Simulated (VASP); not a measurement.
# KBr in VASP: notebook

KBr is run at these levels: PBE, r2SCAN; tasks: single point.

All numbers are computed with VASP 6.6.1; they aren't measurements. Logs are shortened: lines on timing, memory, paths and dates and some standing lists are left out, and cuts for length are marked.

**1. The cell of the first run**

It takes space group P4/mmm (No. 123, tetragonal). The conventional cell has a = 3.976 Å, b = 3.976 Å, c = 4.076 Å, α = 90.00°, β = 90.00°, γ = 90.00°. Within 4.6 Å of K (site symmetry 4/mmm) lie 8 Br at 3.47 Å and 6 K at 3.98 to 4.08 Å. Within 4.6 Å of Br (site symmetry 4/mmm) lie 8 K at 3.47 Å and 6 Br at 3.98 to 4.08 Å.

**2. Single point, PBE (uniaxial x strain +2.5%)**

Contents of INCAR:

```
PREC = Accurate
ENCUT = 520
EDIFF = 1E-6
ISMEAR = -1
SIGMA = 0.02
LREAL = False
LASPH = True
NELM = 100
ALGO = Normal
ISIF = 2
LWAVE = False
LCHARG = False
GGA = PE
NBANDS = 15
```

Contents of KPOINTS:

```
Automatic mesh
0
Gamma
  6 6 6
```

Contents of POSCAR:

```
KBr
1.0
    4.0761274564      0.0000000000      0.0000000000
    0.0000000000      3.9763217797      0.0000000000
    0.0000000000      0.0000000000      3.9763217797
K Br
1 1
Direct
    0.0000000000      0.0000000000      0.0000000000
    0.5000000000      0.5000000000      0.5000000000
```

Potentials or basis: VASP PAW PBE potentials, release 64 (K_sv, Br).

Command:

```
$ cat potpaw_PBE.64/K_sv/POTCAR potpaw_PBE.64/Br/POTCAR > POTCAR
$ mpirun -np 1 vasp_std > vasp.out
```

OUTCAR:

```text
PREC = Accurate
   ENCUT = 520
   EDIFF = 1E-6
   ISMEAR = -1
   LREAL = False
   LASPH = True
   NELM = 100
   ISIF = 2
   GGA = PE

 ion  position               nearest neighbor table
   1  0.000  0.000  0.000-
   2  0.500  0.500  0.500-

  LATTYP: Found a simple tetragonal cell.
 ALAT       =     3.9763217797
 C/A-ratio  =     1.0251000000

  Lattice vectors:

 A1 = (   0.0000000000,   3.9763217797,   0.0000000000)
 A2 = (   0.0000000000,   0.0000000000,   3.9763217797)
 A3 = (   4.0761274564,   0.0000000000,   0.0000000000)

Analysis of symmetry for initial positions (statically):
=====================================================================
 Subroutine PRICEL returns:
 Original cell was already a primitive cell.

 Routine SETGRP: Setting up the symmetry group for a
 simple tetragonal supercell.

 Subroutine GETGRP returns: Found 16 space group operations
 (whereof 16 operations were pure point group operations)
 out of a pool of 16 trial point group operations.

The static configuration has the point symmetry D_4h.

Analysis of symmetry for dynamics (positions and initial velocities):
=====================================================================
 Subroutine PRICEL returns:
 Original cell was already a primitive cell.

 Routine SETGRP: Setting up the symmetry group for a
 simple tetragonal supercell.

 Subroutine GETGRP returns: Found 16 space group operations
 (whereof 16 operations were pure point group operations)
 out of a pool of 16 trial point group operations.

The dynamic configuration has the point symmetry D_4h.

 Subroutine INISYM returns: Found 16 space group operations
 (whereof 16 operations are pure point group operations),
 and found     1 'primitive' translations

----------------------------------------------------------------------------------------

                                     Primitive cell

  volume of cell :      64.4482

  direct lattice vectors                    reciprocal lattice vectors
     4.076127456  0.000000000  0.000000000     0.245330896  0.000000000  0.000000000
     0.000000000  3.976321780  0.000000000     0.000000000  0.251488701  0.000000000
     0.000000000  0.000000000  3.976321780     0.000000000  0.000000000  0.251488701

  length of vectors
     4.076127456  3.976321780  3.976321780     0.245330896  0.251488701  0.251488701

  position of ions in fractional coordinates (direct lattice)
     0.000000000  0.000000000  0.000000000
     0.500000000  0.500000000  0.500000000

  ion indices of the primitive-cell ions
   primitive index   ion index
                 1           1
                 2           2

----------------------------------------------------------------------------------------

 KPOINTS: Automatic mesh

Automatic generation of k-mesh.
 Grid dimensions read from file:
 generate k-points for:    6    6    6

 Generating k-lattice:

  Cartesian coordinates                     Fractional coordinates (reciprocal lattice)
     0.040888483  0.000000000  0.000000000     0.166666667  0.000000000  0.000000000
     0.000000000  0.041914784  0.000000000     0.000000000  0.166666667  0.000000000
     0.000000000  0.000000000  0.041914784     0.000000000  0.000000000  0.166666667

  Length of vectors
     0.040888483  0.041914784  0.041914784

  Shift w.r.t. Gamma in fractional coordinates (k-lattice)
     0.000000000  0.000000000  0.000000000

 Subroutine IBZKPT returns following result:
 ===========================================

 Found     40 irreducible k-points:

 Following reciprocal coordinates:
            Coordinates               Weight
  0.000000  0.000000  0.000000      1.000000
  0.166667  0.000000  0.000000      2.000000
  0.333333  0.000000  0.000000      2.000000
  0.500000  0.000000  0.000000      1.000000
  0.000000  0.166667  0.000000      4.000000
  0.166667  0.166667  0.000000      8.000000
[... 16 lines left out ...]
  0.333333  0.333333  0.166667     16.000000
  0.500000  0.333333  0.166667      8.000000
 [... further k-points ...]
   k-points           NKPTS =     40   k-points in BZ     NKDIM =     40   number of bands    NBANDS=     15
   number of dos      NEDOS =    301   number of ions     NIONS =      2
   total plane-waves  NPLWV =  27000
   dimension x,y,z NGX =    30 NGY =   30 NGZ =   30
   dimension x,y,z NGXF=    60 NGYF=   60 NGZF=   60
   ions per type =               1   1
   NGX,Y,Z   is equivalent  to a cutoff of  12.24, 12.54, 12.54 a.u.
   NGXF,Y,Z  is equivalent  to a cutoff of  24.47, 25.09, 25.09 a.u.
 SYSTEM =  unknown system
   PREC   = accura    normal or accurate (medium, high low for compatibility)
   ISTART =      0    job   : 0-new  1-cont  2-samecut
   ICHARG =      2    charge: 1-file 2-atom 10-const
   ISPIN  =      1    spin polarized calculation?
   LNONCOLLINEAR =      F non collinear calculations
   LSORBIT =      F    spin-orbit coupling
   LASPH  =      T    aspherical Exc in radial PAW
   ENCUT  =  520.0 eV  38.22 Ry    6.18 a.u.   7.58  7.39  7.39*2*pi/ulx,y,z
   NELM   =    100;   NELMIN=  2; NELMDL= -5     # of ELM steps
   EDIFF  = 0.1E-05   stopping-criterion for ELM
   LREAL  =      F    real-space projection
   EDIFFG = 0.1E-04   stopping-criterion for IOM
   NSW    =      0    number of steps for IOM
   IBRION =     -1    ionic relax: 0-MD 1-quasi-New 2-CG
   NFREE  =      0    steps in history (QN), initial steepest desc. (CG)
   ISIF   =      2    stress and relaxation
   ISYM   =      2    0-nonsym 1-usesym 2-fastsym
   POTIM  = 0.5000    time-step for ionic-motion
   TEBEG  =    0.0;   TEEND  =   0.0 temperature during run
   PSTRESS=    0.0 pullay stress
   NELECT =      16.0000    total number of electrons
   NUPDOWN=      -1.0000    fix difference up-down
   EMIN   =  10.00;   EMAX   =-10.00  energy-range for DOS
   EFERMI =   0.00;   METHOD = LEGACY
   ISMEAR =    -1;   SIGMA  =   0.02  broadening in eV -4-tet -1-fermi 0-gaus
   EFERMI_NEDOS =   21; number of points for ismear=-14 and -15
   IALGO  =     38    algorithm
   IMIX   =      4    mixing-type and parameters
     AMIX     =   0.40;   BMIX     =  1.00
     AMIX_MAG =   1.60;   BMIX_MAG =  1.00
  volume/ion in A,a.u.               =      32.22       217.46
  Fermi-wavevector in a.u.,A,eV,Ry     =   1.028911  1.944360 14.403920  1.058658
  Thomas-Fermi vector in A             =   2.162932
   LORBIT       =      0    0 simple, 1 ext, 2 COOP (PROOUT), +10 PAW based schemes
   GGA     = PE    functional components
   LHFCALC =     F    Hartree Fock is set to
   AEXX    =    0.0000 exact exchange contribution
   IVDW    =     0    specifies the selected vdW correction
   LEPSILON=     F    determine dielectric tensor
   LRPA    =     F    only Hartree local field effects (RPA)
 non-spin polarized calculation
  energy-cutoff  :      520.00
  volume of cell :       64.45
 maximum number of plane-waves:      1779
   NGX = 15   NGY = 15   NGZ = 15

 number of electron      15.9999998 magnetization

 Free energy of the ion-electron system (eV)
  ---------------------------------------------------
  ext. energy  EPLUGINS =         0.00000000
  ---------------------------------------------------
  free energy    TOTEN  =        -6.07319869 eV

  energy without entropy =       -6.07319869  energy(sigma->0) =       -6.07319869

 E-fermi :  -0.1121     XC(G=0):  -7.9315

 val. band max:       -0.5928131069   @ k =   0.5000   0.5000   0.0000
 cond. band min:       3.3008240828   @ k =   0.0000   0.0000   0.0000
 fundamental gap:      3.8936371898
 Fermi energy:        -0.1121192344

 k-point     1 :       0.0000    0.0000    0.0000
  band No.  band energies     occupation
      1     -29.2719      2.00000
      2     -13.4619      2.00000
      3     -12.6969      2.00000
      4     -12.6926      2.00000
      5     -12.6926      2.00000
      6      -1.0011      2.00000
      7      -0.8520      2.00000
      8      -0.8520      2.00000
      9       3.3008      0.00000
     10       5.1430      0.00000
     11       5.2399      0.00000
     12       9.0227      0.00000
     13       9.0227      0.00000
     14       9.1789      0.00000
     15      11.6380      0.00000

 k-point     2 :       0.1667    0.0000    0.0000
  band No.  band energies     occupation
      1     -29.2696      2.00000
      2     -13.5150      2.00000
      3     -12.6881      2.00000
      4     -12.6881      2.00000
      5     -12.6364      2.00000
      6      -1.5279      2.00000
      7      -0.8500      2.00000
      8      -0.8500      2.00000
      9       3.9431      0.00000
     10       5.4448      0.00000
     11       5.6723      0.00000
     12       8.9832      0.00000
     13       8.9832      0.00000
     14       9.2840      0.00000
     15      10.7025      0.00000

 k-point     3 :       0.3333    0.0000    0.0000
  band No.  band energies     occupation
      1     -29.2649      2.00000
      2     -13.6091      2.00000
      3     -12.6790      2.00000
      4     -12.6790      2.00000
      5     -12.5243      2.00000
      6      -2.3206      2.00000
      7      -0.8466      2.00000
      8      -0.8466      2.00000
      9       5.1392      0.00000
     10       6.0109      0.00000
     11       6.7404      0.00000
     12       9.0300      0.00000
     13       9.0300      0.00000
     14       9.1728      0.00000
     15       9.5233      0.00000

 k-point     4 :       0.5000    0.0000    0.0000
  band No.  band energies     occupation
      1     -29.2626      2.00000
      2     -13.6522      2.00000
      3     -12.6744      2.00000
      4     -12.6744      2.00000
      5     -12.4707      2.00000
      6      -2.6469      2.00000
      7      -0.8452      2.00000
      8      -0.8452      2.00000
      9       5.9502      0.00000
     10       6.5078      0.00000
     11       7.0550      0.00000
     12       8.3085      0.00000
     13       9.1870      0.00000
     14       9.1870      0.00000
     15       9.6625      0.00000
[... 307 lines left out ...]
 k-point    22 :       0.1667    0.3333    0.1667
  band No.  band energies     occupation
      1     -29.2575      2.00000
      2     -13.4857      2.00000
      3     -12.7436      2.00000
      4     -12.7123      2.00000
      5     -12.5703      2.00000
      6      -2.1084      2.00000
      7      -1.2950      2.00000
      8      -1.2019      2.00000
      9       5.7672      0.00000
     10       6.4243      0.00000
     11       6.8896      0.00000
     12       8.0612      0.00000
     13       8.2711      0.00000
     14       8.5095      0.00000
     15      10.7706      0.00000

 k-point    23 :       0.3333    0.3333    0.1667
  band No.  band energies     occupation
      1     -29.2532      2.00000
      2     -13.3760      2.00000
      3     -12.7995      2.00000
      4     -12.7148      2.00000
      5     -12.6355      2.00000
      6      -1.9832      2.00000
      7      -1.8448      2.00000
      8      -1.1385      2.00000
      9       5.6773      0.00000
     10       6.7047      0.00000
     11       7.3228      0.00000
     12       7.4208      0.00000
     13       8.3899      0.00000
     14       8.6982      0.00000
     15      10.6667      0.00000

 k-point    24 :       0.5000    0.3333    0.1667
  band No.  band energies     occupation
      1     -29.2510      2.00000
      2     -13.3159      2.00000
      3     -12.8079      2.00000
      4     -12.7051      2.00000
      5     -12.7032      2.00000
      6      -2.1690      2.00000
      7      -1.8314      2.00000
      8      -1.0985      2.00000
      9       5.3925      0.00000
     10       6.7755      0.00000
     11       7.1217      0.00000
     12       7.6769      0.00000
     13       8.7376      0.00000
     14       9.1160      0.00000
     15      10.2784      0.00000

 [... further k-points ...]

------------------------ aborting loop because EDIFF is reached ----------------------------------------

  FORCE on cell =-STRESS in cart. coord.  units (eV):
  Direction    XX          YY          ZZ          XY          YZ          ZX
  --------------------------------------------------------------------------------------
  -------------------------------------------------------------------------------------
  Total       -0.0756258      0.2886625      0.2886625     -0.0000000      0.0000000      0.0000000
  in kB       -1.8800528      7.1761264      7.1761264     -0.0000000      0.0000000      0.0000000
  external PRESSURE =       4.1574000 kB  Pullay stress =       0.0000000 kB

 VOLUME and BASIS-vectors are now :
 -----------------------------------------------------------------------------
  energy-cutoff  :      520.00
  volume of cell :       64.45
      direct lattice vectors                 reciprocal lattice vectors
     4.076127456  0.000000000  0.000000000     0.245330896  0.000000000  0.000000000
     0.000000000  3.976321780  0.000000000     0.000000000  0.251488701  0.000000000
     0.000000000  0.000000000  3.976321780     0.000000000  0.000000000  0.251488701

 POSITION                                       TOTAL-FORCE (eV/Angst)
 -----------------------------------------------------------------------------------
      0.00000      0.00000      0.00000         0.000000      0.000000      0.000000
      2.03806      1.98816      1.98816         0.000000      0.000000      0.000000
 -----------------------------------------------------------------------------------
    total drift:                                0.000000      0.000000     -0.000000

  FREE ENERGIE OF THE ION-ELECTRON SYSTEM (eV)
  ---------------------------------------------------
  free  energy   TOTEN  =        -6.0731986882 eV

  energy  without entropy=       -6.0731986882  energy(sigma->0) =       -6.07319869
```

Wall time 28 s (1 thread of Intel Xeon Platinum 8259CL at 2.50GHz (Skylake/Cascade Lake), shared host); peak memory 0.18 GiB.

What came out:

```yaml
Free_energy: -6.0732 eV
Pressure: 0.4 GPa
Band_gap_on_the_k_mesh: 3.89 eV, indirect (least direct gap 4.15 eV)
```

Caveat: the cell differs from its parent crystal (uniaxial x strain +2.5%). A k mesh can miss the band edges.

(Continued in part 2 of 2.)
